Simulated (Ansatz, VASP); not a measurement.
**Rb in VASP and in Ansatz**

```
CELL_PARAMETERS angstrom
-2.84635 2.84635 2.84635
2.84635 -2.84635 2.84635
2.84635 2.84635 -2.84635
ATOMIC_POSITIONS crystal
Rb 0.00000 0.00000 0.00000
```

Alike in both runs: task relaxation of cell and atoms; functional PBE; k mesh 10 × 10 × 10; occupations gaussian, width 0.1 eV; no spin polarisation.

|  | VASP | Ansatz |
| --- | --- | --- |
| version | VASP 6.6.1 | Ansatz 0.2.0 |
| potentials or method | VASP PAW PBE potentials, release 64 (Rb_sv), cutoff 600 eV | scalar-relativistic, all-electron LAPW |

VASP gave:

```
gap on the k mesh at the Fermi level, each at its own relaxed structure (eV) : none
relaxed volume (Å³/atom)                                                     : 91.29
relaxed cell length with the largest relative difference (Å)                 : 4.913
```

**Question.** Estimate Ansatz's values.

**Answer.** gap on the k mesh at the Fermi level, each at its own relaxed structure (eV): none; relaxed volume (Å³/atom): 92.24; relaxed cell length with the largest relative difference (Å): 4.930.

A gap of «none» marks a metal or a gap that the smearing closes. Ansatz ran all-electron here, and VASP with PAW potentials.
